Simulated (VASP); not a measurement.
# Al (P6_3/mmc) in VASP: a series of runs

The runs below take Al through single point, with PBE+D3(BJ).

Program: VASP 6.6.1. These are calculated values, not measurements. Logs are shortened: lines on timing, memory, paths and dates and some standing lists are left out, and cuts for length are marked.

## (1) The cell of the first run

It takes space group P6_3/mmc (No. 194, hexagonal). The conventional cell has a = 2.893 Å, b = 2.893 Å, c = 7.245 Å, α = 90.00°, β = 90.00°, γ = 120.00°. Al (site symmetry -3m) has 12 Al at 2.46 to 2.89 Å within 3.3 Å. Within 3.3 Å of Al (site symmetry -6m2) lie 12 Al at 2.46 to 2.89 Å.

## (2) Single point, PBE+D3(BJ)

INCAR reads:

```
ALGO     = Normal         # electronic algorithm
EDIFF    = 1E-6           # SCF threshold, eV
ENCUT    = 520            # plane-wave cutoff, eV
GGA      = PE             # functional
ISIF     = 2              # what is computed and relaxed
ISMEAR   = 0              # smearing method
IVDW     = 12             # dispersion correction
LASPH    = True           # aspherical terms in the spheres
LCHARG   = False          # write CHGCAR
LREAL    = False          # projectors in reciprocal space
LWAVE    = False          # write WAVECAR
NBANDS   = 14             # bands
NELM     = 80             # most SCF steps
PREC     = Accurate       # precision mode
SIGMA    = 0.15           # smearing width, eV
```

KPOINTS reads:

```
k-points
0
Gamma
  18 18 4
```

POSCAR reads:

```
Al
1.0
    2.8932000000      0.0000000000      0.0000000000
   -1.4466000000      2.5055846982      0.0000000000
    0.0000000000      0.0000000000      7.2450000000
Al
4
Direct
    0.0000000000      0.0000000000      0.0000000000
    0.3333333333      0.6666666667      0.2500000000
    0.0000000000      0.0000000000      0.5000000000
    0.6666666667      0.3333333333      0.7500000000
```

Potentials or basis: VASP PAW PBE potentials, release 64 (Al).

Command:

```console
cat potpaw_PBE.64/Al/POTCAR > POTCAR
mpirun -np 1 vasp_std > vasp.out
```

OUTCAR:

```text
EDIFF = 1E-6
   ENCUT = 520
   GGA = PE
   ISIF = 2
   ISMEAR = 0
   IVDW = 12
   LASPH = True
   LREAL = False
   NELM = 80
   PREC = Accurate
 IVDW          = 12

 ion  position               nearest neighbor table
   1  0.000  0.000  0.000-   2 2.46   4 2.46   2 2.46   4 2.46   4 2.46   2 2.46
   2  0.333  0.667  0.250-   1 2.46   3 2.46   1 2.46   3 2.46   1 2.46   3 2.46
   3  0.000  0.000  0.500-   2 2.46   4 2.46   2 2.46   4 2.46   4 2.46   2 2.46
   4  0.667  0.333  0.750-   1 2.46   3 2.46   1 2.46   3 2.46   1 2.46   3 2.46

  LATTYP: Found a hexagonal cell.
 ALAT       =     2.8932000000
 C/A-ratio  =     2.5041476566

  Lattice vectors:

 A1 = (   2.8932000000,   0.0000000000,   0.0000000000)
 A2 = (  -1.4466000000,   2.5055846982,   0.0000000000)
 A3 = (   0.0000000000,   0.0000000000,   7.2450000000)

Analysis of symmetry for initial positions (statically):
=====================================================================
 Subroutine PRICEL returns:
 Original cell was already a primitive cell.

 Routine SETGRP: Setting up the symmetry group for a
 hexagonal supercell.

 Subroutine GETGRP returns: Found 24 space group operations
 (whereof 12 operations were pure point group operations)
 out of a pool of 24 trial point group operations.

The static configuration has the point symmetry D_3d.
 The point group associated with its full space group is D_6h.

Analysis of symmetry for dynamics (positions and initial velocities):
=====================================================================
 Subroutine PRICEL returns:
 Original cell was already a primitive cell.

 Routine SETGRP: Setting up the symmetry group for a
 hexagonal supercell.

 Subroutine GETGRP returns: Found 24 space group operations
 (whereof 12 operations were pure point group operations)
 out of a pool of 24 trial point group operations.

The dynamic configuration has the point symmetry D_3d.
 The point group associated with its full space group is D_6h.

 Subroutine INISYM returns: Found 24 space group operations
 (whereof 12 operations are pure point group operations),
 and found     1 'primitive' translations

----------------------------------------------------------------------------------------

                                     Primitive cell

  volume of cell :      52.5201

  direct lattice vectors                    reciprocal lattice vectors
     2.893200000  0.000000000  0.000000000     0.345638048  0.199554220  0.000000000
    -1.446600000  2.505584698  0.000000000     0.000000000  0.399108440  0.000000000
     0.000000000  0.000000000  7.245000000     0.000000000  0.000000000  0.138026225

  length of vectors
     2.893200000  2.893200000  7.245000000     0.399108440  0.399108440  0.138026225

  position of ions in fractional coordinates (direct lattice)
     0.000000000  0.000000000  0.000000000
     0.333333333  0.666666667  0.250000000
     0.000000000  0.000000000  0.500000000
     0.666666667  0.333333333  0.750000000

  ion indices of the primitive-cell ions
   primitive index   ion index
                 1           1
                 2           2
                 3           3
                 4           4

----------------------------------------------------------------------------------------

 KPOINTS: k-points

Automatic generation of k-mesh.
 Grid dimensions read from file:
 generate k-points for:   18   18    4

 Generating k-lattice:

  Cartesian coordinates                     Fractional coordinates (reciprocal lattice)
     0.019202114  0.011086346  0.000000000     0.055555556  0.000000000  0.000000000
     0.000000000  0.022172691  0.000000000     0.000000000  0.055555556  0.000000000
     0.000000000  0.000000000  0.034506556     0.000000000  0.000000000  0.250000000

  Length of vectors
     0.022172691  0.022172691  0.034506556

  Shift w.r.t. Gamma in fractional coordinates (k-lattice)
     0.000000000  0.000000000  0.000000000

 Subroutine IBZKPT returns following result:
 ===========================================

 Found    111 irreducible k-points:

 Following reciprocal coordinates:
            Coordinates               Weight
  0.000000  0.000000  0.000000      1.000000
  0.055556  0.000000  0.000000      6.000000
  0.111111  0.000000  0.000000      6.000000
  0.166667  0.000000  0.000000      6.000000
  0.222222  0.000000  0.000000      6.000000
  0.277778  0.000000  0.000000      6.000000
[... 16 lines left out ...]
  0.333333  0.111111  0.000000     12.000000
  0.388889  0.111111  0.000000     12.000000
 [... further k-points ...]
   k-points           NKPTS =    111   k-points in BZ     NKDIM =    111   number of bands    NBANDS=     14
   number of dos      NEDOS =    301   number of ions     NIONS =      4
   total plane-waves  NPLWV =  31104
   dimension x,y,z NGX =    24 NGY =   24 NGZ =   54
   dimension x,y,z NGXF=    48 NGYF=   48 NGZF=  108
   ions per type =               4
   NGX,Y,Z   is equivalent  to a cutoff of  13.79, 13.79, 12.39 a.u.
   NGXF,Y,Z  is equivalent  to a cutoff of  27.58, 27.58, 24.78 a.u.
 SYSTEM =  unknown system
   PREC   = accura    normal or accurate (medium, high low for compatibility)
   ISTART =      0    job   : 0-new  1-cont  2-samecut
   ICHARG =      2    charge: 1-file 2-atom 10-const
   ISPIN  =      1    spin polarized calculation?
   LNONCOLLINEAR =      F non collinear calculations
   LSORBIT =      F    spin-orbit coupling
   LASPH  =      T    aspherical Exc in radial PAW
   ENCUT  =  520.0 eV  38.22 Ry    6.18 a.u.   5.38  5.38 13.47*2*pi/ulx,y,z
   NELM   =     80;   NELMIN=  2; NELMDL= -5     # of ELM steps
   EDIFF  = 0.1E-05   stopping-criterion for ELM
   LREAL  =      F    real-space projection
   EDIFFG = 0.1E-04   stopping-criterion for IOM
   NSW    =      0    number of steps for IOM
   IBRION =     -1    ionic relax: 0-MD 1-quasi-New 2-CG
   NFREE  =      0    steps in history (QN), initial steepest desc. (CG)
   ISIF   =      2    stress and relaxation
   ISYM   =      2    0-nonsym 1-usesym 2-fastsym
   POTIM  = 0.5000    time-step for ionic-motion
   TEBEG  =    0.0;   TEEND  =   0.0 temperature during run
   PSTRESS=    0.0 pullay stress
   NELECT =      12.0000    total number of electrons
   NUPDOWN=      -1.0000    fix difference up-down
   EMIN   =  10.00;   EMAX   =-10.00  energy-range for DOS
   EFERMI =   0.00;   METHOD = LEGACY
   ISMEAR =     0;   SIGMA  =   0.15  broadening in eV -4-tet -1-fermi 0-gaus
   EFERMI_NEDOS =   21; number of points for ismear=-14 and -15
   IALGO  =     38    algorithm
   IMIX   =      4    mixing-type and parameters
     AMIX     =   0.40;   BMIX     =  1.00
     AMIX_MAG =   1.60;   BMIX_MAG =  1.00
  volume/ion in A,a.u.               =      13.13        88.61
  Fermi-wavevector in a.u.,A,eV,Ry     =   1.000829  1.891293 13.628397  1.001659
  Thomas-Fermi vector in A             =   2.133211
   LORBIT       =      0    0 simple, 1 ext, 2 COOP (PROOUT), +10 PAW based schemes
   GGA     = PE    functional components
   LHFCALC =     F    Hartree Fock is set to
   AEXX    =    0.0000 exact exchange contribution
   IVDW    =    12    specifies the selected vdW correction
   LEPSILON=     F    determine dielectric tensor
   LRPA    =     F    only Hartree local field effects (RPA)
 non-spin polarized calculation
 Gauss-broadening in eV      SIGMA  =   0.15
  energy-cutoff  :      520.00
  volume of cell :       52.52
 maximum number of plane-waves:      1457
 NGX is ok and might be reduce to    24

 number of electron      12.0000000 magnetization

 Free energy of the ion-electron system (eV)
  ---------------------------------------------------
  ext. energy  EPLUGINS =         0.00000000
  ---------------------------------------------------
  free energy    TOTEN  =       -12.57462591 eV

  energy without entropy =      -12.56180756  energy(sigma->0) =      -12.56821674

 E-fermi :  10.4952     XC(G=0): -11.0346

 val. band max:       10.4951717979   @ k =   0.2778   0.2778   0.2500
 cond. band min:      10.5145673945   @ k =   0.2778   0.1111   0.0000
 fundamental gap:      0.0193955966
 Fermi energy:        10.4951730539

 k-point     1 :       0.0000    0.0000    0.0000
  band No.  band energies     occupation
      1      -2.2259      2.00000
      2       0.5348      2.00000
      3       0.5576      2.00000
      4       7.5900      2.00000
      5       9.5412      2.00000
      6      18.6207      0.00000
      7      18.6207      0.00000
      8      18.9913      0.00000
      9      18.9913      0.00000
     10      19.9122      0.00000
     11      20.3585      0.00000
     12      20.3586      0.00000
     13      20.6778      0.00000
     14      20.7474      0.00000

 k-point     2 :       0.0556    0.0000    0.0000
  band No.  band energies     occupation
      1      -2.1534      2.00000
      2       0.6053      2.00000
      3       0.6283      2.00000
      4       7.6524      2.00000
      5       9.5994      2.00000
      6      17.2146      0.00000
      7      17.7573      0.00000
      8      18.8808      0.00000
      9      19.4070      0.00000
     10      19.4257      0.00000
     11      19.6835      0.00000
     12      20.0241      0.00000
     13      20.2043      0.00000
     14      20.5799      0.00000

 k-point     3 :       0.1111    0.0000    0.0000
  band No.  band energies     occupation
      1      -1.9360      2.00000
      2       0.8164      2.00000
      3       0.8401      2.00000
      4       7.8396      2.00000
      5       9.7657      2.00000
      6      15.3253      0.00000
      7      16.8472      0.00000
      8      17.5185      0.00000
      9      17.5707      0.00000
     10      18.4185      0.00000
     11      19.0466      0.00000
     12      19.1437      0.00000
     13      20.2245      0.00000
     14      21.3583      0.00000

 k-point     4 :       0.1667    0.0000    0.0000
  band No.  band energies     occupation
      1      -1.5746      2.00000
      2       1.1672      2.00000
      3       1.1923      2.00000
      4       8.1507      2.00000
      5       9.9997      2.00000
      6      13.4739      0.00000
      7      15.6858      0.00000
      8      15.6879      0.00000
      9      16.0549      0.00000
     10      17.7118      0.00000
     11      18.3102      0.00000
     12      18.3606      0.00000
     13      19.6852      0.00000
     14      20.9009      0.00000

 k-point     5 :       0.2222    0.0000    0.0000
  band No.  band energies     occupation
      1      -1.0706      2.00000
      2       1.6561      2.00000
      3       1.6834      2.00000
      4       8.5834      2.00000
      5      10.0810      1.99991
      6      11.9379      0.00000
      7      13.8635      0.00000
      8      13.9088      0.00000
      9      15.3852      0.00000
     10      17.0439      0.00000
     11      17.6611      0.00000
[... 276 lines left out ...]
 k-point    22 :       0.2778    0.1111    0.0000
  band No.  band energies     occupation
      1       0.5696      2.00000
      2       3.2409      2.00000
      3       3.2801      2.00000
      4       7.9164      2.00000
      5       9.8332      2.00000
      6      10.5146      0.85491
      7      10.8597      0.00059
      8      11.2300      0.00000
      9      13.0371      0.00000
     10      14.2490      0.00000
     11      14.6609      0.00000
     12      17.0447      0.00000
     13      18.4980      0.00000
     14      20.3970      0.00000

 k-point    23 :       0.3333    0.1111    0.0000
  band No.  band energies     occupation
      1       1.4860      2.00000
      2       4.1152      2.00000
      3       4.1683      2.00000
      4       6.4232      2.00000
      5       9.0248      2.00000
      6       9.0972      2.00000
      7      10.9738      0.00001
      8      11.0264      0.00000
      9      13.3199      0.00000
     10      13.8892      0.00000
     11      14.6182      0.00000
     12      15.6553      0.00000
     13      17.7510      0.00000
     14      20.0044      0.00000

 k-point    24 :       0.3889    0.1111    0.0000
  band No.  band energies     occupation
      1       2.5325      2.00000
      2       5.0161      2.00000
      3       5.0769      2.00000
      4       5.1671      2.00000
      5       7.7039      2.00000
      6       7.7823      2.00000
      7      10.8941      0.00017
      8      11.8420      0.00000
      9      13.4403      0.00000
     10      13.5444      0.00000
     11      14.5132      0.00000
     12      15.0924      0.00000
     13      16.8636      0.00000
     14      19.5456      0.00000

 [... further k-points ...]

------------------------ aborting loop because EDIFF is reached ----------------------------------------

 Edisp (eV)   -1.70727

 E8    (eV) :    -0.7663

  FORCE on cell =-STRESS in cart. coord.  units (eV):
  Direction    XX          YY          ZZ          XY          YZ          ZX
  --------------------------------------------------------------------------------------
  -------------------------------------------------------------------------------------
  Total       7.06942     7.06942    20.51267     0.00000    -0.00000     0.00000
  in kB     215.65928   215.65928   625.75853     0.00000    -0.00000     0.00000
  external pressure =      352.36 kB  Pullay stress =        0.00 kB

 VOLUME and BASIS-vectors are now :
 -----------------------------------------------------------------------------
  energy-cutoff  :      520.00
  volume of cell :       52.52
      direct lattice vectors                 reciprocal lattice vectors
     2.893200000  0.000000000  0.000000000     0.345638048  0.199554220  0.000000000
    -1.446600000  2.505584698  0.000000000     0.000000000  0.399108440  0.000000000
     0.000000000  0.000000000  7.245000000     0.000000000  0.000000000  0.138026225

 POSITION                                       TOTAL-FORCE (eV/Angst)
 -----------------------------------------------------------------------------------
      0.00000      0.00000      0.00000         0.000000      0.000000      0.000000
     -0.00000      1.67039      1.81125         0.000000     -0.000000      0.000000
      0.00000      0.00000      3.62250         0.000000      0.000000      0.000000
      1.44660      0.83519      5.43375        -0.000000      0.000000     -0.000000
 -----------------------------------------------------------------------------------
    total drift:                               -0.000000      0.000000      0.000000

  FREE ENERGIE OF THE ION-ELECTRON SYSTEM (eV)
  ---------------------------------------------------
  free  energy   TOTEN  =       -14.2818922075 eV

  energy  without entropy=      -14.2690738582  energy(sigma->0) =      -14.27548303
```

Wall time 19 s (1 thread of Intel Xeon 6975P-C (Granite Rapids), shared host); peak memory 0.22 GiB.

Results:

* Free energy: -14.2819 eV
* Pressure: 35.2 GPa
* Band gap on the k mesh: zero (band 6 reaches 18.62 eV, above the bottom of band 7 at 7.97 eV)
* Dispersion energy per atom: -0.427 eV

Stress tensor (GPa, compression positive):
```
21.57  0.00  0.00
 0.00 21.57  0.00
 0.00  0.00 62.58
```

Levels at points of the mesh, in eV from the Fermi level:
```tsv
k point	band 3	band 4	band 5	band 6	band 7	band 8	band 9	band 10
(0.00, 0.00, 0.00)	-9.94	-2.91	-0.95	8.13	8.13	8.50	8.50	9.42
(0.50, 0.00, 0.00)	-4.91	-4.69	-3.94	-3.74	2.07	2.44	3.16	3.37
(0.00, 0.00, 0.50)	-6.60	-6.60	3.77	3.77	8.62	8.62	8.62	8.62
(0.50, 0.00, 0.50)	-6.23	-6.23	-1.51	-1.51	-0.64	-0.64	3.95	3.95
```

Caveat: pairwise dispersion overbinds metals, which lowers pressure and volume.

## (3) Single point, PBE+D3(BJ)

This run uses another cell than the first one, of the same volume but with other edges.

INCAR reads:

```
SYSTEM = Al
PREC = Accurate ; ENCUT = 520
EDIFF = 1E-6 ; ISMEAR = 0
SIGMA = 0.15 ; LREAL = .False.
LASPH = .True. ; NELM = 80
ALGO = Normal ; ISIF = 2
LWAVE = .False. ; LCHARG = .True.
GGA = PE ; IVDW = 12
LELF = .True. ; LVHAR = .True.
NBANDS = 14
```

KPOINTS reads:

```
regular mesh
0
Gamma
  18 18 4
  0 0 0
```

POSCAR reads:

```
Al
1.0
    2.8144222649      0.0000000000      0.0000000000
   -1.4072111325      2.4373611784      0.0000000000
    0.0000000000      0.0000000000      7.6442000000
Al
4
Direct
    0.0000000000      0.0000000000      0.0000000000
    0.3333333333      0.6666666667      0.2500000000
    0.0000000000      0.0000000000      0.5000000000
    0.6666666667      0.3333333333      0.7500000000
```

Potentials or basis: VASP PAW PBE potentials, release 64 (Al).

Command:

```console
cat potpaw_PBE.64/Al/POTCAR > POTCAR
mpirun -np 1 vasp_std > vasp.out
```

It took 20 s on 1 thread of Intel Xeon 6975P-C (Granite Rapids), shared host; peak memory 0.21 GiB.

Results (log left out):

* Free energy: -14.8825 eV
* Pressure: 30.5 GPa
* Band gap on the k mesh: zero (band 6 reaches 18.53 eV, above the bottom of band 7 at 8.40 eV)
* Dispersion energy per atom: -0.427 eV

Stress tensor (GPa, compression positive):
```
20.01  0.00  0.00
 0.00 20.01  0.00
 0.00  0.00 51.35
```

Levels at points of the mesh, in eV from the Fermi level:
| k point | band 3 | band 4 | band 5 | band 6 | band 7 | band 8 | band 9 | band 10 |
| --- | --- | --- | --- | --- | --- | --- | --- | --- |
| (0.00, 0.00, 0.00) | -10.29 | -3.92 | -2.16 | 7.95 | 8.18 | 9.40 | 9.40 | 9.63 |
| (0.50, 0.00, 0.00) | -4.88 | -4.75 | -3.92 | -3.80 | 1.45 | 1.81 | 3.06 | 3.67 |
| (0.00, 0.00, 0.50) | -7.28 | -7.28 | 2.19 | 2.19 | 9.86 | 9.86 | 9.86 | 9.86 |
| (0.50, 0.00, 0.50) | -6.09 | -6.09 | -1.81 | -1.81 | -0.99 | -0.99 | 4.84 | 4.84 |

Caveat: pairwise dispersion overbinds metals, which lowers pressure and volume.
